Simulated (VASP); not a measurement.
# Zn2O3 (Pn-3m) in VASP: notebook

The runs below take Zn2O3 through single point, with PBE.

Everything below comes from runs of VASP 6.6.1. Logs are shortened: lines on timing, memory, paths and dates and some standing lists are left out, and cuts for length are marked.

### Step 1. The cell of the first run

It takes space group Pn-3m (No. 224, cubic). The conventional cell has a = 4.838 Å, b = 4.838 Å, c = 4.838 Å, α = 90.00°, β = 90.00°, γ = 90.00°. Zn (site symmetry -3m) has 6 O at 2.10 Å within 2.8 Å. Within 2.8 Å of O (site symmetry -42m) lie 4 Zn at 2.10 Å and 4 O at 2.42 Å.

### Step 2. Single point, PBE

File INCAR:

```
ALGO = Normal ; EDIFF = 1E-7
ENCUT = 520 ; GGA = PE
ISIF = 2 ; ISMEAR = -1
LASPH = T ; LCHARG = F
LREAL = F ; LWAVE = F
NBANDS = 53 ; NELM = 60
PREC = Accurate ; SIGMA = 0.06122561905347299
```

File KPOINTS:

```
k-points
0
Gamma
  8 8 8
```

File POSCAR:

```
Zn2O3
1.0
    4.8383485267      0.0000000000      0.0000000000
    0.0000000000      4.8383485267      0.0000000000
    0.0000000000      0.0000000000      4.8383485267
Zn O
4 6
Direct
    0.2500000000      0.2500000000      0.2500000000
    0.7500000000      0.7500000000      0.2500000000
    0.7500000000      0.2500000000      0.7500000000
    0.2500000000      0.7500000000      0.7500000000
    0.5000000000      0.0000000000      0.0000000000
    0.0000000000      0.5000000000      0.0000000000
    0.0000000000      0.0000000000      0.5000000000
    0.5000000000      0.5000000000      0.0000000000
    0.5000000000      0.0000000000      0.5000000000
    0.0000000000      0.5000000000      0.5000000000
```

Potentials or basis: VASP PAW PBE potentials, release 64 (Zn, O).

Launch:

```bash
$ cat potpaw_PBE.64/Zn/POTCAR potpaw_PBE.64/O/POTCAR > POTCAR
$ mpirun -np 1 vasp_std > vasp.out
```

OUTCAR:

```text
EDIFF = 1E-7
   ENCUT = 520
   GGA = PE
   ISIF = 2
   ISMEAR = -1
   LASPH = T
   LREAL = F
   NELM = 60
   PREC = Accurate

 ion  position               nearest neighbor table
   1  0.250  0.250  0.250-   5 2.10   6 2.10   7 2.10   8 2.10   9 2.10  10 2.10
   2  0.750  0.750  0.250-   5 2.10   6 2.10   7 2.10   8 2.10   9 2.10  10 2.10
   3  0.750  0.250  0.750-   5 2.10   6 2.10   7 2.10   8 2.10   9 2.10  10 2.10
   4  0.250  0.750  0.750-   5 2.10   6 2.10   7 2.10   8 2.10   9 2.10  10 2.10
   5  0.500  0.000  0.000-   1 2.10   2 2.10   3 2.10   4 2.10
   6  0.000  0.500  0.000-   1 2.10   2 2.10   3 2.10   4 2.10
   7  0.000  0.000  0.500-   1 2.10   2 2.10   3 2.10   4 2.10
   8  0.500  0.500  0.000-   1 2.10   2 2.10   3 2.10   4 2.10
   9  0.500  0.000  0.500-   1 2.10   2 2.10   3 2.10   4 2.10
  10  0.000  0.500  0.500-   1 2.10   2 2.10   3 2.10   4 2.10

  LATTYP: Found a simple cubic cell.
 ALAT       =     4.8383485267

  Lattice vectors:

 A1 = (   4.8383485267,   0.0000000000,   0.0000000000)
 A2 = (   0.0000000000,   4.8383485267,   0.0000000000)
 A3 = (   0.0000000000,   0.0000000000,   4.8383485267)

Analysis of symmetry for initial positions (statically):
=====================================================================
 Subroutine PRICEL returns:
 Original cell was already a primitive cell.

 Routine SETGRP: Setting up the symmetry group for a
 simple cubic supercell.

 Subroutine GETGRP returns: Found 48 space group operations
 (whereof 24 operations were pure point group operations)
 out of a pool of 48 trial point group operations.

The static configuration has the point symmetry T_d .
 The point group associated with its full space group is O_h .

Analysis of symmetry for dynamics (positions and initial velocities):
=====================================================================
 Subroutine PRICEL returns:
 Original cell was already a primitive cell.

 Routine SETGRP: Setting up the symmetry group for a
 simple cubic supercell.

 Subroutine GETGRP returns: Found 48 space group operations
 (whereof 24 operations were pure point group operations)
 out of a pool of 48 trial point group operations.

The dynamic configuration has the point symmetry T_d .
 The point group associated with its full space group is O_h .

 Subroutine INISYM returns: Found 48 space group operations
 (whereof 24 operations are pure point group operations),
 and found     1 'primitive' translations

----------------------------------------------------------------------------------------

                                     Primitive cell

  volume of cell :     113.2639

  direct lattice vectors                    reciprocal lattice vectors
     4.838348527  0.000000000  0.000000000     0.206682093  0.000000000  0.000000000
     0.000000000  4.838348527  0.000000000     0.000000000  0.206682093  0.000000000
     0.000000000  0.000000000  4.838348527     0.000000000  0.000000000  0.206682093

  length of vectors
     4.838348527  4.838348527  4.838348527     0.206682093  0.206682093  0.206682093

  position of ions in fractional coordinates (direct lattice)
     0.250000000  0.250000000  0.250000000
     0.750000000  0.750000000  0.250000000
     0.750000000  0.250000000  0.750000000
     0.250000000  0.750000000  0.750000000
     0.500000000  0.000000000  0.000000000
     0.000000000  0.500000000  0.000000000
     0.000000000  0.000000000  0.500000000
     0.500000000  0.500000000  0.000000000
     0.500000000  0.000000000  0.500000000
     0.000000000  0.500000000  0.500000000

  ion indices of the primitive-cell ions
   primitive index   ion index
                 1           1
                 2           2
                 3           3
                 4           4
                 5           5
                 6           6
                 7           7
                 8           8
                 9           9
                10          10

----------------------------------------------------------------------------------------

 KPOINTS: k-points

Automatic generation of k-mesh.
 Grid dimensions read from file:
 generate k-points for:    8    8    8

 Generating k-lattice:

  Cartesian coordinates                     Fractional coordinates (reciprocal lattice)
     0.025835262  0.000000000  0.000000000     0.125000000  0.000000000  0.000000000
     0.000000000  0.025835262  0.000000000     0.000000000  0.125000000  0.000000000
     0.000000000  0.000000000  0.025835262     0.000000000  0.000000000  0.125000000

  Length of vectors
     0.025835262  0.025835262  0.025835262

  Shift w.r.t. Gamma in fractional coordinates (k-lattice)
     0.000000000  0.000000000  0.000000000

 Subroutine IBZKPT returns following result:
 ===========================================

 Found     35 irreducible k-points:

 Following reciprocal coordinates:
            Coordinates               Weight
  0.000000  0.000000  0.000000      1.000000
  0.125000  0.000000  0.000000      6.000000
  0.250000  0.000000  0.000000      6.000000
  0.375000  0.000000  0.000000      6.000000
  0.500000  0.000000  0.000000      3.000000
  0.125000  0.125000  0.000000     12.000000
[... 16 lines left out ...]
  0.375000  0.375000  0.125000     24.000000
  0.500000  0.375000  0.125000     24.000000
 [... further k-points ...]
   k-points           NKPTS =     35   k-points in BZ     NKDIM =     35   number of bands    NBANDS=     53
   number of dos      NEDOS =    301   number of ions     NIONS =     10
   total plane-waves  NPLWV =  46656
   dimension x,y,z NGX =    36 NGY =   36 NGZ =   36
   dimension x,y,z NGXF=    72 NGYF=   72 NGZF=   72
   ions per type =               4   6
   NGX,Y,Z   is equivalent  to a cutoff of  12.37, 12.37, 12.37 a.u.
   NGXF,Y,Z  is equivalent  to a cutoff of  24.74, 24.74, 24.74 a.u.
 SYSTEM =  unknown system
   PREC   = accura    normal or accurate (medium, high low for compatibility)
   ISTART =      0    job   : 0-new  1-cont  2-samecut
   ICHARG =      2    charge: 1-file 2-atom 10-const
   ISPIN  =      1    spin polarized calculation?
   LNONCOLLINEAR =      F non collinear calculations
   LSORBIT =      F    spin-orbit coupling
   LASPH  =      T    aspherical Exc in radial PAW
   ENCUT  =  520.0 eV  38.22 Ry    6.18 a.u.   9.00  9.00  9.00*2*pi/ulx,y,z
   NELM   =     60;   NELMIN=  2; NELMDL= -5     # of ELM steps
   EDIFF  = 0.1E-06   stopping-criterion for ELM
   LREAL  =      F    real-space projection
   EDIFFG = 0.1E-05   stopping-criterion for IOM
   NSW    =      0    number of steps for IOM
   IBRION =     -1    ionic relax: 0-MD 1-quasi-New 2-CG
   NFREE  =      0    steps in history (QN), initial steepest desc. (CG)
   ISIF   =      2    stress and relaxation
   ISYM   =      2    0-nonsym 1-usesym 2-fastsym
   POTIM  = 0.5000    time-step for ionic-motion
   TEBEG  =    0.0;   TEEND  =   0.0 temperature during run
   PSTRESS=    0.0 pullay stress
   NELECT =      84.0000    total number of electrons
   NUPDOWN=      -1.0000    fix difference up-down
   EMIN   =  10.00;   EMAX   =-10.00  energy-range for DOS
   EFERMI =   0.00;   METHOD = LEGACY
   ISMEAR =    -1;   SIGMA  =   0.06  broadening in eV -4-tet -1-fermi 0-gaus
   EFERMI_NEDOS =   21; number of points for ismear=-14 and -15
   IALGO  =     38    algorithm
   IMIX   =      4    mixing-type and parameters
     AMIX     =   0.40;   BMIX     =  1.00
     AMIX_MAG =   1.60;   BMIX_MAG =  1.00
  volume/ion in A,a.u.               =      11.33        76.43
  Fermi-wavevector in a.u.,A,eV,Ry     =   1.481850  2.800290 29.876735  2.195878
  Thomas-Fermi vector in A             =   2.595709
   LORBIT       =      0    0 simple, 1 ext, 2 COOP (PROOUT), +10 PAW based schemes
   GGA     = PE    functional components
   LHFCALC =     F    Hartree Fock is set to
   AEXX    =    0.0000 exact exchange contribution
   IVDW    =     0    specifies the selected vdW correction
   LEPSILON=     F    determine dielectric tensor
   LRPA    =     F    only Hartree local field effects (RPA)
 non-spin polarized calculation
  energy-cutoff  :      520.00
  volume of cell :      113.26
 maximum number of plane-waves:      3112
 NGX is ok and might be reduce to    36
   NGX = 17   NGY = 17   NGZ = 17

 number of electron      84.0000081 magnetization

 Free energy of the ion-electron system (eV)
  ---------------------------------------------------
  ext. energy  EPLUGINS =         0.00000000
  ---------------------------------------------------
  free energy    TOTEN  =       -40.38276430 eV

  energy without entropy =      -40.30513109  energy(sigma->0) =      -40.34394769

 E-fermi :   1.3107     XC(G=0): -10.9299

 val. band max:        1.3080125970   @ k =   0.5000   0.2500   0.2500
 cond. band min:       1.3332033677   @ k =   0.3750   0.1250   0.0000
 fundamental gap:      0.0251907708
 Fermi energy:         1.3106878691

 k-point     1 :       0.0000    0.0000    0.0000
  band No.  band energies     occupation
      1     -17.5261      2.00000
      2     -16.3849      2.00000
      3     -16.3849      2.00000
      4     -15.2953      2.00000
      5     -15.2953      2.00000
      6     -14.6843      2.00000
[... 45 lines left out ...]
     52      12.2710      0.00000
     53      12.5069      0.00000

 k-point     2 :       0.1250    0.0000    0.0000
  band No.  band energies     occupation
      1     -17.4842      2.00000
      2     -16.4268      2.00000
      3     -16.3495      2.00000
      4     -15.3441      2.00000
      5     -15.2816      2.00000
      6     -14.7258      2.00000
[... 45 lines left out ...]
     52      11.9132      0.00000
     53      12.0270      0.00000
[... 1174 lines left out ...]
     52      10.5958      0.00000
     53      12.5333      0.00000

 k-point    24 :       0.5000    0.3750    0.1250
  band No.  band energies     occupation
      1     -16.6816      2.00000
      2     -16.6794      2.00000
      3     -16.0535      2.00000
      4     -15.9823      2.00000
      5     -15.3481      2.00000
      6     -15.3453      2.00000
[... 45 lines left out ...]
     52      10.5123      0.00000
     53      12.6738      0.00000

 [... further k-points ...]

------------------------ aborting loop because EDIFF is reached ----------------------------------------

  FORCE on cell =-STRESS in cart. coord.  units (eV):
  Direction    XX          YY          ZZ          XY          YZ          ZX
  --------------------------------------------------------------------------------------
  -------------------------------------------------------------------------------------
  Total        0.5929389      0.5929389      0.5929389      0.0000000      0.0000000     -0.0000000
  in kB        8.3874333      8.3874333      8.3874333      0.0000000      0.0000000     -0.0000000
  external PRESSURE =       8.3874333 kB  Pullay stress =       0.0000000 kB

 VOLUME and BASIS-vectors are now :
 -----------------------------------------------------------------------------
  energy-cutoff  :      520.00
  volume of cell :      113.26
      direct lattice vectors                 reciprocal lattice vectors
     4.838348527  0.000000000  0.000000000     0.206682093  0.000000000  0.000000000
     0.000000000  4.838348527  0.000000000     0.000000000  0.206682093  0.000000000
     0.000000000  0.000000000  4.838348527     0.000000000  0.000000000  0.206682093

 POSITION                                       TOTAL-FORCE (eV/Angst)
 -----------------------------------------------------------------------------------
      1.20959      1.20959      1.20959        -0.000000      0.000000     -0.000000
      3.62876      3.62876      1.20959        -0.000000      0.000000      0.000000
      3.62876      1.20959      3.62876        -0.000000     -0.000000      0.000000
      1.20959      3.62876      3.62876         0.000000      0.000000     -0.000000
      2.41917      0.00000      0.00000         0.000000      0.000000     -0.000000
      0.00000      2.41917      0.00000         0.000000      0.000000      0.000000
      0.00000      0.00000      2.41917         0.000000      0.000000     -0.000000
      2.41917      2.41917      0.00000        -0.000000      0.000000     -0.000000
      2.41917      0.00000      2.41917        -0.000000     -0.000000      0.000000
      0.00000      2.41917      2.41917         0.000000     -0.000000      0.000000
 -----------------------------------------------------------------------------------
    total drift:                               -0.000000      0.000000     -0.000000

  FREE ENERGIE OF THE ION-ELECTRON SYSTEM (eV)
  ---------------------------------------------------
  free  energy   TOTEN  =       -40.3827643004 eV

  energy  without entropy=      -40.3051310880  energy(sigma->0) =      -40.34394769
```

Run time: 5.4 min. Hardware: 1 thread of Intel Xeon 8259CL, shared host; peak memory 0.3 GiB.

Results:

```
Free energy            : -40.3828 eV
Pressure               : 0.8 GPa
Band gap on the k mesh : zero (bands 42 and 43 overlap by 1.27 eV)
```

(Continued in part 2 of 2.)

The gap in the log of VASP goes by the Fermi energy; the results here count the filled bands.